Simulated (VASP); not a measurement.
Write the native input for VASP 6.6.1 that does the following.

* Task: single point
* Functional: LDA
* Potentials or basis: VASP PAW LDA potentials, release 64 (Na_pv, H)
* Cutoff: 520 eV
* k mesh: 6 × 6 × 4
* Occupations: gaussian, width 0.01 eV
* Spin: no spin polarisation
* Dipole correction: no
* Further INCAR settings: ALGO = Normal; EDIFF = 1e-06; NBANDS = 16

The structure of NaH lies in POSCAR:

```
NaH
1.0
    3.9533072915      0.0000000000      0.0000000000
   -1.9766536457      3.4236645434      0.0000000000
    0.0000000000      0.0000000000      4.8283237918
Na H
2 2
Direct
    0.3333333333      0.6666666667      0.2500000000
    0.6666666667      0.3333333333      0.7500000000
    0.6666666667      0.3333333333      0.2500000000
    0.3333333333      0.6666666667      0.7500000000
```

One way to write it, as run:

INCAR

```
ALGO     = Normal         # electronic algorithm
EDIFF    = 1E-6           # SCF threshold, eV
ENCUT    = 520            # plane-wave cutoff, eV
GGA      = CA             # functional
ISIF     = 2              # what is computed and relaxed
ISMEAR   = 0              # smearing method
LASPH    = True           # aspherical terms in the spheres
LCHARG   = False          # write CHGCAR
LREAL    = False          # projectors in reciprocal space
LWAVE    = False          # write WAVECAR
NBANDS   = 16             # bands
NELM     = 60             # most SCF steps
PREC     = Accurate       # precision mode
SIGMA    = 0.01           # smearing width, eV
```

KPOINTS

```
k-points
0
Gamma
  6 6 4
```

Potentials or basis: VASP PAW LDA potentials, release 64 (Na_pv, H).

Command:

```console
$ cat potpaw_LDA.64/Na_pv/POTCAR potpaw_LDA.64/H/POTCAR > POTCAR
$ mpirun -np 1 vasp_std > vasp.out
```

Results of the run:

```json
{
 "Pressure": "-1.4 GPa",
 "Band gap on the k mesh": "2.98 eV, indirect (least direct gap 3.96 eV)"
}
```

Run time: 19 s on 1 thread of Intel(R) Xeon(R) Platinum 8488C (Sapphire Rapids), with other jobs on the host, peak memory 0.15 GiB.
